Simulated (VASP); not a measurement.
# PbS4H4 in VASP: single point with PBE

Aim: the single point of PbS4H4 with PBE.

Everything below comes from runs of VASP 6.6.1. Logs are shortened: lines on timing, memory, paths and dates and some standing lists are left out, and cuts for length are marked.

### 1 The cell of the first run

The cell holds a molecule in a box, 9 atoms: a = 13.770 Å, b = 13.930 Å, c = 13.830 Å, α = 90.00°, β = 90.00°, γ = 90.00°.

### 2 Single point, PBE

The input, INCAR:

```
SYSTEM = H4PbS4
PREC = Accurate ; ENCUT = 910
EDIFF = 1E-6 ; ISMEAR = 0
SIGMA = 0.01 ; LREAL = .FALSE.
LASPH = .TRUE. ; NELM = 120
ALGO = Normal ; ISIF = 2
LWAVE = .FALSE. ; LCHARG = .FALSE.
GGA = PE ; NBANDS = 31
GGA_COMPAT = .FALSE. ; NELMDL = -8
```

The input, KPOINTS:

```
regular mesh
0
G
  1 1 1
  0 0 0
```

The input, POSCAR:

```
H4PbS4
1.0
   13.7700000000      0.0000000000      0.0000000000
    0.0000000000     13.9300000000      0.0000000000
    0.0000000000      0.0000000000     13.8300000000
Pb S H
1 4 4
Direct
    0.4745315900      0.4945362500      0.4812769300
    0.4625497500      0.3716862900      0.6175235000
    0.4873253400      0.3974443600      0.3253796100
    0.6226361700      0.6045592200      0.4839739700
    0.3267973900      0.6035944000      0.4990853200
    0.4143195400      0.4357552000      0.6746645000
    0.4375199700      0.3230437900      0.3662313800
    0.6732127800      0.5423007900      0.4268662300
    0.3744923700      0.6767788900      0.4537722300
```

Potentials or basis: VASP PAW PBE potentials, release 64 (Pb_d, S, H_h).

Command:

```
$ cat potpaw_PBE.64/Pb_d/POTCAR potpaw_PBE.64/S/POTCAR potpaw_PBE.64/H_h/POTCAR > POTCAR
$ mpirun -np 1 vasp_gam > vasp.out
```

OUTCAR:

```text
SYSTEM = H4PbS4
   PREC = Accurate
   ENCUT = 910
   EDIFF = 1E-6
   ISMEAR = 0
   LREAL = .FALSE.
   LASPH = .TRUE.
   NELM = 120
   ISIF = 2
   GGA = PE
   NELMDL = -8

 ion  position               nearest neighbor table
   1  0.475  0.495  0.481-   2 2.55   5 2.55   3 2.55   4 2.55
   2  0.463  0.372  0.618-   6 1.36   1 2.55
   3  0.487  0.397  0.325-   7 1.37   1 2.55
   4  0.623  0.605  0.484-   8 1.36   1 2.55
   5  0.327  0.604  0.499-   9 1.37   1 2.55
   6  0.414  0.436  0.675-   2 1.36
   7  0.438  0.323  0.366-   3 1.37
   8  0.673  0.542  0.427-   4 1.36
   9  0.374  0.677  0.454-   5 1.37

  LATTYP: Found a simple orthorhombic cell.
 ALAT       =    13.7700000000
 B/A-ratio  =     1.0043572985
 C/A-ratio  =     1.0116194626

  Lattice vectors:

 A1 = ( -13.7700000000,   0.0000000000,   0.0000000000)
 A2 = (   0.0000000000,   0.0000000000,  13.8300000000)
 A3 = (   0.0000000000,  13.9300000000,   0.0000000000)

Analysis of symmetry for initial positions (statically):
=====================================================================
 Subroutine PRICEL returns:
 Original cell was already a primitive cell.

 Routine SETGRP: Setting up the symmetry group for a
 simple orthorhombic supercell.

 Subroutine GETGRP returns: Found  1 space group operations
 (whereof  1 operations were pure point group operations)
 out of a pool of  8 trial point group operations.

The static configuration has the point symmetry C_1 .

Analysis of symmetry for dynamics (positions and initial velocities):
=====================================================================
 Subroutine PRICEL returns:
 Original cell was already a primitive cell.

 Routine SETGRP: Setting up the symmetry group for a
 simple orthorhombic supercell.

 Subroutine GETGRP returns: Found  1 space group operations
 (whereof  1 operations were pure point group operations)
 out of a pool of  8 trial point group operations.

The dynamic configuration has the point symmetry C_1 .

 Subroutine INISYM returns: Found  1 space group operations
 (whereof  1 operations are pure point group operations),
 and found     1 'primitive' translations

----------------------------------------------------------------------------------------

                                     Primitive cell

  volume of cell :    2652.8167

  direct lattice vectors                    reciprocal lattice vectors
    13.770000000  0.000000000  0.000000000     0.072621641  0.000000000  0.000000000
     0.000000000 13.930000000  0.000000000     0.000000000  0.071787509  0.000000000
     0.000000000  0.000000000 13.830000000     0.000000000  0.000000000  0.072306580

  length of vectors
    13.770000000 13.930000000 13.830000000     0.072621641  0.071787509  0.072306580

  position of ions in fractional coordinates (direct lattice)
     0.474531590  0.494536250  0.481276930
     0.462549750  0.371686290  0.617523500
     0.487325340  0.397444360  0.325379610
     0.622636170  0.604559220  0.483973970
     0.326797390  0.603594400  0.499085320
     0.414319540  0.435755200  0.674664500
     0.437519970  0.323043790  0.366231380
     0.673212780  0.542300790  0.426866230
     0.374492370  0.676778890  0.453772230

  ion indices of the primitive-cell ions
   primitive index   ion index
                 1           1
                 2           2
                 3           3
                 4           4
                 5           5
                 6           6
                 7           7
                 8           8
                 9           9

----------------------------------------------------------------------------------------

 KPOINTS: regular mesh

Automatic generation of k-mesh.
 Grid dimensions read from file:
 generate k-points for:    1    1    1

 Generating k-lattice:

  Cartesian coordinates                     Fractional coordinates (reciprocal lattice)
     0.072621641  0.000000000  0.000000000     1.000000000  0.000000000  0.000000000
     0.000000000  0.071787509  0.000000000     0.000000000  1.000000000  0.000000000
     0.000000000  0.000000000  0.072306580     0.000000000  0.000000000  1.000000000

  Length of vectors
     0.072621641  0.071787509  0.072306580

  Shift w.r.t. Gamma in fractional coordinates (k-lattice)
     0.000000000  0.000000000  0.000000000

 Subroutine IBZKPT returns following result:
 ===========================================

 Found      1 irreducible k-points:

 Following reciprocal coordinates:
            Coordinates               Weight
  0.000000  0.000000  0.000000      1.000000
   k-points           NKPTS =      1   k-points in BZ     NKDIM =      1   number of bands    NBANDS=     31
   number of dos      NEDOS =    301   number of ions     NIONS =      9
   total plane-waves  NPLWV = ******
   dimension x,y,z NGX =   140 NGY =  140 NGZ =  140
   dimension x,y,z NGXF=   280 NGYF=  280 NGZF=  280
   ions per type =               1   4   4
   NGX,Y,Z   is equivalent  to a cutoff of  16.90, 16.71, 16.83 a.u.
   NGXF,Y,Z  is equivalent  to a cutoff of  33.80, 33.42, 33.66 a.u.
 SYSTEM =  H4PbS4
   PREC   = accura    normal or accurate (medium, high low for compatibility)
   ISTART =      0    job   : 0-new  1-cont  2-samecut
   ICHARG =      2    charge: 1-file 2-atom 10-const
   ISPIN  =      1    spin polarized calculation?
   LNONCOLLINEAR =      F non collinear calculations
   LSORBIT =      F    spin-orbit coupling
   LASPH  =      T    aspherical Exc in radial PAW
   ENCUT  =  910.0 eV  66.88 Ry    8.18 a.u.  33.87 34.26 34.02*2*pi/ulx,y,z
   NELM   =    120;   NELMIN=  2; NELMDL= -8     # of ELM steps
   EDIFF  = 0.1E-05   stopping-criterion for ELM
   LREAL  =      F    real-space projection
   EDIFFG = 0.1E-04   stopping-criterion for IOM
   NSW    =      0    number of steps for IOM
   IBRION =     -1    ionic relax: 0-MD 1-quasi-New 2-CG
   NFREE  =      0    steps in history (QN), initial steepest desc. (CG)
   ISIF   =      2    stress and relaxation
   ISYM   =      2    0-nonsym 1-usesym 2-fastsym
   POTIM  = 0.5000    time-step for ionic-motion
   TEBEG  =    0.0;   TEEND  =   0.0 temperature during run
   PSTRESS=    0.0 pullay stress
   NELECT =      42.0000    total number of electrons
   NUPDOWN=      -1.0000    fix difference up-down
   EMIN   =  10.00;   EMAX   =-10.00  energy-range for DOS
   EFERMI =   0.00;   METHOD = LEGACY
   ISMEAR =     0;   SIGMA  =   0.01  broadening in eV -4-tet -1-fermi 0-gaus
   EFERMI_NEDOS =   21; number of points for ismear=-14 and -15
   IALGO  =     38    algorithm
   IMIX   =      4    mixing-type and parameters
     AMIX     =   0.40;   BMIX     =  1.00
     AMIX_MAG =   1.60;   BMIX_MAG =  1.00
  volume/ion in A,a.u.               =     294.76      1989.12
  Fermi-wavevector in a.u.,A,eV,Ry     =   0.411076  0.776821  2.299160  0.168984
  Thomas-Fermi vector in A             =   1.367146
   LORBIT       =      0    0 simple, 1 ext, 2 COOP (PROOUT), +10 PAW based schemes
   GGA     = PE    functional components
   LHFCALC =     F    Hartree Fock is set to
   AEXX    =    0.0000 exact exchange contribution
   IVDW    =     0    specifies the selected vdW correction
   LEPSILON=     F    determine dielectric tensor
   LRPA    =     F    only Hartree local field effects (RPA)
 non-spin polarized calculation
 Gauss-broadening in eV      SIGMA  =   0.01
  energy-cutoff  :      910.00
  volume of cell :     2652.82
 maximum number of plane-waves:     82644
 NGX is ok and might be reduce to   140
   NGX = 67   NGY = 69   NGZ = 69

 number of electron      41.9999999 magnetization

 Free energy of the ion-electron system (eV)
  ---------------------------------------------------
  ext. energy  EPLUGINS =         0.00000000
  ---------------------------------------------------
  free energy    TOTEN  =       -33.97208148 eV

  energy without entropy =      -33.97208148  energy(sigma->0) =      -33.97208148

 E-fermi :  -5.9578     XC(G=0):  -0.9784

 val. band max:       -6.0250407899   @ k =   0.0000   0.0000   0.0000
 cond. band min:      -4.0362280790   @ k =   0.0000   0.0000   0.0000
 fundamental gap:      1.9888127109
 Fermi energy:        -5.9577985532

 k-point     1 :       0.0000    0.0000    0.0000
  band No.  band energies     occupation
      1     -22.0102      2.00000
      2     -21.9852      2.00000
      3     -21.9843      2.00000
      4     -21.8440      2.00000
      5     -21.8255      2.00000
      6     -18.2322      2.00000
[... 23 lines left out ...]
     30       0.4122      0.00000
     31       0.7189      0.00000

------------------------ aborting loop because EDIFF is reached ----------------------------------------

  FORCE on cell =-STRESS in cart. coord.  units (eV):
  Direction    XX          YY          ZZ          XY          YZ          ZX
  --------------------------------------------------------------------------------------
  -------------------------------------------------------------------------------------
  Total       -1.2177237     -1.7025937     -1.2178571     -0.0610761     -0.0387105      0.5144469
  in kB       -0.7354482     -1.0282871     -0.7355288     -0.0368871     -0.0233793      0.3107019
  external PRESSURE =      -0.8330880 kB  Pullay stress =       0.0000000 kB

 VOLUME and BASIS-vectors are now :
 -----------------------------------------------------------------------------
  energy-cutoff  :      910.00
  volume of cell :     2652.82
      direct lattice vectors                 reciprocal lattice vectors
    13.770000000  0.000000000  0.000000000     0.072621641  0.000000000  0.000000000
     0.000000000 13.930000000  0.000000000     0.000000000  0.071787509  0.000000000
     0.000000000  0.000000000 13.830000000     0.000000000  0.000000000  0.072306580

 POSITION                                       TOTAL-FORCE (eV/Angst)
 -----------------------------------------------------------------------------------
      6.53430      6.88889      6.65606         0.013644     -0.009355      0.010839
      6.36931      5.17759      8.54035        -0.135487      0.344928      0.008771
      6.71047      5.53640      4.50000        -0.173161     -0.117196      0.315461
      8.57370      8.42151      6.69336        -0.036425     -0.311773     -0.180218
      4.50000      8.40807      6.90235         0.327909      0.097899     -0.166497
      5.70518      6.07007      9.33061         0.147469     -0.193664     -0.181183
      6.02465      4.50000      5.06498         0.156567      0.245484     -0.125747
      9.27014      7.55425      5.90356        -0.153758      0.179577      0.173452
      5.15676      9.42753      6.27567        -0.146758     -0.235900      0.145121
 -----------------------------------------------------------------------------------
    total drift:                               -0.000037      0.000031      0.000226

  FREE ENERGIE OF THE ION-ELECTRON SYSTEM (eV)
  ---------------------------------------------------
  free  energy   TOTEN  =       -33.9720814822 eV

  energy  without entropy=      -33.9720814822  energy(sigma->0) =      -33.97208148
```

Wall time 13 min (1 thread of Intel Xeon Platinum 8259CL at 2.50GHz (Skylake/Cascade Lake), shared host); peak memory 4.2 GiB.

Results:

| Property | Result |
| --- | --- |
| Free energy | -33.9721 eV |
| Largest force | 0.381 eV/Å |
| Gap between the frontier levels | 1.99 eV |

Forces in eV/Å, atoms in the order of the input:
```
Pb   0.014 -0.009  0.011
S   -0.135  0.345  0.009
S   -0.173 -0.117  0.315
S   -0.036 -0.312 -0.180
S    0.328  0.098 -0.166
H    0.147 -0.194 -0.181
H    0.157  0.245 -0.126
H   -0.154  0.180  0.173
H   -0.147 -0.236  0.145
```

Levels at points of the mesh, in eV from the valence-band top:
```tsv
k point	band 18	band 19	band 20	band 21	band 22	band 23	band 24	band 25
(0.00, 0.00, 0.00)	-0.16	-0.08	-0.01	0.00	1.99	5.01	5.17	5.17
```

Caveat: spin-orbit coupling is left out, which moves the levels of the heavy elements.
